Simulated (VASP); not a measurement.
Here is a VASP 6.6.1 calculation.

Contents of INCAR:

```
ALGO     = Normal         # electronic algorithm
EDIFF    = 1E-7           # SCF threshold, eV
EDIFFG   = -0.005         # ionic threshold
ENCUT    = 600            # plane-wave cutoff, eV
GGA      = PE             # functional
IBRION   = 2              # ionic algorithm
ISIF     = 3              # what is computed and relaxed
ISMEAR   = 0              # smearing method
LASPH    = T              # aspherical terms in the spheres
LCHARG   = F              # write CHGCAR
LREAL    = F              # projectors in reciprocal space
LWAVE    = F              # write WAVECAR
NELM     = 60             # most SCF steps
NSW      = 100            # ionic steps
PREC     = Accurate       # precision mode
SIGMA    = 0.02           # smearing width, eV
```

The input KPOINTS:

```
k-points
0
Gamma
  6 6 6
```

Contents of POSCAR:

```
Ga2O3
1.0
    2.5288071890      1.4600075113      4.5408731688
   -2.5288071890      1.4600075113      4.5408731688
    0.0000000000     -2.9200150226      4.5408731688
Ga O
4 6
Direct
    0.8558438247      0.8558438247      0.8558438247
    0.6441561753      0.6441561753      0.6441561753
    0.1441561753      0.1441561753      0.1441561753
    0.3558438247      0.3558438247      0.3558438247
    0.7500000000      0.4468728987      0.0531271013
    0.4468728987      0.0531271013      0.7500000000
    0.0531271013      0.7500000000      0.4468728987
    0.2500000000      0.5531271013      0.9468728987
    0.9468728987      0.2500000000      0.5531271013
    0.5531271013      0.9468728987      0.2500000000
```

Potentials or basis: VASP PAW PBE potentials, release 64 (Ga_d, O).

Command:

```bash
$ cat potpaw_PBE.64/Ga_d/POTCAR potpaw_PBE.64/O/POTCAR > POTCAR
$ mpirun -np 1 vasp_std > vasp.out
```

Predict the relaxed cell.

a = 5.404 Å, b = 5.404 Å, c = 5.404 Å, α = 55.87°, β = 55.87°, γ = 55.87°.

Predict the space group after relaxing (to 0.1 Å).

R-3c (No. 167).

The path:
```tsv
step	energy change (eV)	largest force (eV/Å)	pressure (GPa)	volume (Å³)
1	0.0000	0.0116	0.67	100.59
2	-0.0002	0.0065	-0.54	101.20
3	-0.0007	0.0088	-0.01	100.93
4	-0.0007	0.0093	0.03	100.92
5	-0.0007	0.0046	0.00	100.92
```
